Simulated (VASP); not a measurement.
# ZrH4 (P-6m2) in VASP: a series of runs

The runs below take ZrH4 through single point, relaxation of cell and atoms, with PBE.

Everything below comes from runs of VASP 6.6.1. Logs are shortened: lines on timing, memory, paths and dates and some standing lists are left out, and cuts for length are marked.

## (1) The cell of the first run

Symmetry: P-6m2, No. 187, hexagonal system. The conventional cell has a = 3.358 Å, b = 3.358 Å, c = 4.111 Å, α = 90.00°, β = 90.00°, γ = 120.00°. Zr (site symmetry -6m2) has 11 H at 1.94 to 2.16 Å within 2.6 Å. Within 2.5 Å of H (site symmetry 3m) lie 8 H at 1.90 to 2.23 Å and 3 Zr at 2.16 Å. H (site symmetry -6m2) has 2 Zr at 2.06 Å and 6 H at 2.23 Å within 2.7 Å. Within 2.6 Å of H (site symmetry -6m2) lie 3 Zr at 1.94 Å and 6 H at 2.16 Å.

## (2) Single point, PBE

INCAR

```
PREC     = Accurate       # precision mode
ENCUT    = 520            # plane-wave cutoff, eV
EDIFF    = 1E-6           # SCF threshold, eV
ISMEAR   = 0              # smearing method
SIGMA    = 0.2            # smearing width, eV
LREAL    = False          # projectors in reciprocal space
LASPH    = True           # aspherical terms in the spheres
NELM     = 60             # most SCF steps
ALGO     = Normal         # electronic algorithm
ISIF     = 2              # what is computed and relaxed
LWAVE    = False          # write WAVECAR
LCHARG   = False          # write CHGCAR
GGA      = PE             # functional
NBANDS   = 27             # bands
```

KPOINTS

```
regular mesh
0
Gamma
  6 6 4
```

POSCAR

```
ZrH4
1.0
   -3.3583962166      0.0000000000      0.0000000000
    0.0000000000      0.0000000000     -4.1111181979
   -0.0000000001     -5.8169128790      0.0000000000
Zr H
2 8
Direct
    0.5000000000      0.5000000000      0.5000000000
    1.0000000000      0.5000000000      1.0000000000
    0.0000000000      0.2694671948      0.6666666667
    0.5000000000      0.2694671948      0.1666666667
    0.0000000000      0.7305328052      0.6666666667
    0.5000000000      0.7305328052      0.1666666667
    0.5000000000      1.0000000000      0.5000000000
    1.0000000000      1.0000000000      0.0000000000
    0.5000000000      0.5000000000      0.8333333333
    1.0000000000      0.5000000000      0.3333333333
```

Potentials or basis: VASP PAW PBE potentials, release 64 (Zr_sv, H).

The run is started by

```bash
$ cat potpaw_PBE.64/Zr_sv/POTCAR potpaw_PBE.64/H/POTCAR > POTCAR
$ mpirun -np 1 vasp_std > vasp.out
```

OUTCAR:

```text
PREC = Accurate
   ENCUT = 520
   EDIFF = 1E-6
   ISMEAR = 0
   LREAL = False
   LASPH = True
   NELM = 60
   ISIF = 2
   GGA = PE

 ion  position               nearest neighbor table
   1  0.500  0.500  0.500-   9 1.94  10 1.94  10 1.94   7 2.06   7 2.06   6 2.16   4 2.16   5 2.16
                             3 2.16   3 2.16   5 2.16   2 3.36   2 3.36   2 3.36   2 3.36
   2  0.000  0.500  0.000-  10 1.94   9 1.94   9 1.94   8 2.06   8 2.06   5 2.16   3 2.16   6 2.16
                             4 2.16   6 2.16   4 2.16   1 3.36   1 3.36   1 3.36   1 3.36
   3  0.000  0.269  0.667-   2 2.16   1 2.16   1 2.16
   4  0.500  0.269  0.167-   1 2.16   2 2.16   2 2.16
   5  0.000  0.731  0.667-   2 2.16   1 2.16   1 2.16
   6  0.500  0.731  0.167-   1 2.16   2 2.16   2 2.16
   7  0.500  0.000  0.500-   1 2.06   1 2.06
   8  0.000  0.000  0.000-   2 2.06   2 2.06
   9  0.500  0.500  0.833-   1 1.94   2 1.94   2 1.94
  10  0.000  0.500  0.333-   2 1.94   1 1.94   1 1.94

  LATTYP: Found a simple orthorhombic cell.
 ALAT       =     3.3583962166
 B/A-ratio  =     1.2241313808
 C/A-ratio  =     1.7320508075

  Lattice vectors:

 A1 = (  -3.3583962166,   0.0000000000,   0.0000000000)
 A2 = (   0.0000000000,   0.0000000000,  -4.1111181979)
 A3 = (  -0.0000000001,  -5.8169128790,   0.0000000000)

Analysis of symmetry for initial positions (statically):
=====================================================================
 Subroutine PRICEL returns following result:

  LATTYP: Found a hexagonal cell.
 ALAT       =     3.3583962166
 C/A-ratio  =     1.2241313808

  Lattice vectors:

 A1 = (  -1.6791981083,  -2.9084564395,   0.0000000000)
 A2 = (  -1.6791981083,   2.9084564395,   0.0000000000)
 A3 = (   0.0000000000,   0.0000000000,  -4.1111181979)

   2 primitive cells build up your supercell.

 Routine SETGRP: Setting up the symmetry group for a
 simple orthorhombic supercell.

 Subroutine GETGRP returns: Found  4 space group operations
 (whereof  4 operations were pure point group operations)
 out of a pool of  8 trial point group operations.

The static configuration has the point symmetry C_2v.

Analysis of symmetry for dynamics (positions and initial velocities):
=====================================================================
 Subroutine PRICEL returns following result:

  LATTYP: Found a hexagonal cell.
 ALAT       =     3.3583962166
[... 129 lines left out ...]
   ISIF   =      2    stress and relaxation
   ISYM   =      2    0-nonsym 1-usesym 2-fastsym
   POTIM  = 0.5000    time-step for ionic-motion
   TEBEG  =    0.0;   TEEND  =   0.0 temperature during run
   PSTRESS=    0.0 pullay stress
   NELECT =      32.0000    total number of electrons
   NUPDOWN=      -1.0000    fix difference up-down
   EMIN   =  10.00;   EMAX   =-10.00  energy-range for DOS
   EFERMI =   0.00;   METHOD = LEGACY
   ISMEAR =     0;   SIGMA  =   0.20  broadening in eV -4-tet -1-fermi 0-gaus
   EFERMI_NEDOS =   21; number of points for ismear=-14 and -15
   IALGO  =     38    algorithm
   IMIX   =      4    mixing-type and parameters
     AMIX     =   0.40;   BMIX     =  1.00
     AMIX_MAG =   1.60;   BMIX_MAG =  1.00
  volume/ion in A,a.u.               =       8.03        54.20
  Fermi-wavevector in a.u.,A,eV,Ry     =   1.204657  2.276471 19.744748  1.451198
  Thomas-Fermi vector in A             =   2.340376
   LORBIT       =      0    0 simple, 1 ext, 2 COOP (PROOUT), +10 PAW based schemes
   GGA     = PE    functional components
   LHFCALC =     F    Hartree Fock is set to
   AEXX    =    0.0000 exact exchange contribution
   IVDW    =     0    specifies the selected vdW correction
   LEPSILON=     F    determine dielectric tensor
   LRPA    =     F    only Hartree local field effects (RPA)
 non-spin polarized calculation
 Gauss-broadening in eV      SIGMA  =   0.20
  energy-cutoff  :      520.00
  volume of cell :       80.31
 maximum number of plane-waves:      2204
 NGX is ok and might be reduce to    28
   NGX = 13   NGY = 15   NGZ = 21

 number of electron      31.9999997 magnetization

 Free energy of the ion-electron system (eV)
  ---------------------------------------------------
  ext. energy  EPLUGINS =         0.00000000
  ---------------------------------------------------
  free energy    TOTEN  =       -46.09642589 eV

  energy without entropy =      -46.07709077  energy(sigma->0) =      -46.08675833

 E-fermi :   4.8990     XC(G=0): -10.0653

 val. band max:        4.5008916833   @ k =   0.3333   0.3333   0.0000
 cond. band min:       4.9072643294   @ k =   0.3333   0.5000   0.2500
 fundamental gap:      0.4063726461
 Fermi energy:         4.8989796576

 k-point     1 :       0.0000    0.0000    0.0000
  band No.  band energies     occupation
      1     -44.3938      2.00000
      2     -44.3313      2.00000
      3     -22.8138      2.00000
      4     -22.3315      2.00000
      5     -22.3156      2.00000
      6     -22.2337      2.00000
[... 709 lines left out ...]
     26      11.4725      0.00000
     27      12.4349      0.00000

 [... further k-points ...]

------------------------ aborting loop because EDIFF is reached ----------------------------------------

  FORCE on cell =-STRESS in cart. coord.  units (eV):
  Direction    XX          YY          ZZ          XY          YZ          ZX
  --------------------------------------------------------------------------------------
  -------------------------------------------------------------------------------------
  Total       -0.1918856      0.0265119      0.1567768      0.0000000      0.0000000      0.0000000
  in kB       -3.8279695      0.5288929      3.1275765      0.0000000      0.0000000      0.0000000
  external PRESSURE =      -0.0571667 kB  Pullay stress =       0.0000000 kB

 VOLUME and BASIS-vectors are now :
 -----------------------------------------------------------------------------
  energy-cutoff  :      520.00
  volume of cell :       80.31
      direct lattice vectors                 reciprocal lattice vectors
    -3.358396217  0.000000000  0.000000000    -0.297761174  0.000000000  0.000000000
     0.000000000  0.000000000 -4.111118198     0.000000000  0.000000000 -0.243242824
    -0.000000000 -5.816912879  0.000000000     0.000000000 -0.171912494  0.000000000

 POSITION                                       TOTAL-FORCE (eV/Angst)
 -----------------------------------------------------------------------------------
     -1.67920     -2.90846     -2.05556         0.000000      0.003128      0.000000
      0.00000      0.00000     -2.05556         0.000000      0.003128      0.000000
     -0.00000     -3.87794     -1.10781        -0.000000     -0.006643      0.012541
     -1.67920     -0.96949     -1.10781        -0.000000     -0.006643      0.012541
     -0.00000     -3.87794     -3.00331        -0.000000     -0.006643     -0.012541
     -1.67920     -0.96949     -3.00331        -0.000000     -0.006643     -0.012541
     -1.67920     -2.90846      0.00000         0.000000      0.008600      0.000000
      0.00000      0.00000      0.00000         0.000000      0.008600      0.000000
     -1.67920     -4.84743     -2.05556         0.000000      0.001559     -0.000000
     -0.00000     -1.93897     -2.05556         0.000000      0.001559      0.000000
 -----------------------------------------------------------------------------------
    total drift:                                0.000000     -0.000006     -0.000000

  FREE ENERGIE OF THE ION-ELECTRON SYSTEM (eV)
  ---------------------------------------------------
  free  energy   TOTEN  =       -46.0964258945 eV

  energy  without entropy=      -46.0770907723  energy(sigma->0) =      -46.08675833
```

Wall time 84 s (1 thread of Intel Xeon Platinum 8488C (Sapphire Rapids), shared host); peak memory 0.24 GiB.

What came out:

```yaml
Free_energy: -46.0964 eV
Pressure: 0.0 GPa
Largest_force: 0.014 eV/Å
Band_gap_on_the_k_mesh: zero (bands 16 and 17 overlap by 1.13 eV)
```

Forces on the atoms (eV/Å):
```
Zr   0.000  0.003  0.000
Zr   0.000  0.003  0.000
H    0.000 -0.007  0.013
H    0.000 -0.007  0.013
H    0.000 -0.007 -0.013
H    0.000 -0.007 -0.013
H    0.000  0.009  0.000
H    0.000  0.009  0.000
H    0.000  0.002  0.000
H    0.000  0.002  0.000
```

Stress tensor (GPa, compression positive):
```
-0.38  0.00  0.00
 0.00  0.05  0.00
 0.00  0.00  0.31
```

Levels at points of the mesh, in eV from the Fermi level:
```tsv
k point	band 13	band 14	band 15	band 16	band 17	band 18	band 19	band 20
(0.00, 0.00, 0.00)	-3.81	-2.65	-0.89	0.04	0.04	0.30	2.27	2.96
(0.50, 0.00, 0.00)	-3.74	-3.74	-2.44	-2.44	1.12	1.12	3.25	3.25
(0.00, 0.50, 0.00)	-4.09	-1.88	-0.55	0.12	0.12	1.65	1.98	2.49
(0.50, 0.50, 0.00)	-4.35	-4.35	-1.41	-1.41	0.05	0.05	2.41	2.41
(0.00, 0.00, 0.50)	-3.35	-3.35	-1.96	-1.96	1.42	1.42	2.60	2.60
(0.50, 0.00, 0.50)	-3.81	-3.81	-2.65	-2.65	2.27	2.27	3.77	3.77
(0.00, 0.50, 0.50)	-3.70	-3.70	-0.45	-0.45	1.51	1.51	1.93	1.93
(0.50, 0.50, 0.50)	-4.09	-4.09	-1.88	-1.88	1.65	1.65	2.49	2.49
```

(Continued in part 2 of 2.)
